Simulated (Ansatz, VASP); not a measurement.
# Y in VASP and in Ansatz

```xyz
2
Lattice="0.0000 3.4531 3.4531 3.4531 0.0000 3.4531 3.4531 3.4531 0.0000" Properties=species:S:1:pos:R:3 pbc="T T T"
Y    -0.9496   -0.7770   -0.7770
Y     0.9496    0.7770    0.7770
```

Change from the starting cell: shortest bond scaled by 1.1, LAPW.

Alike in both runs: task single point; functional PBE; k mesh 8 × 8 × 8; occupations fermi-dirac, width 0.05 eV; no spin polarisation.

|  | VASP | Ansatz |
| --- | --- | --- |
| version | VASP 6.6.1 | Ansatz 0.2.0 |
| potentials or method | VASP PAW PBE potentials, release 64 (Y_sv), cutoff 520 eV | all-electron LAPW, scalar-relativistic |

|  | VASP | Ansatz | Ansatz less VASP |
| --- | --- | --- | --- |
| pressure (GPa) | 1.0 | 1.0 | -0.03 |
| traceless stress, the component that is largest in VASP (GPa) | 2.75 | 2.74 | -0.014 |
| rms of the force components (eV/Å) | 0.080 | 0.076 | -0.0035 |

Atom by atom the forces differ by 0.004 eV/Å (rms over components). Ansatz ran all-electron here, and VASP with PAW potentials.
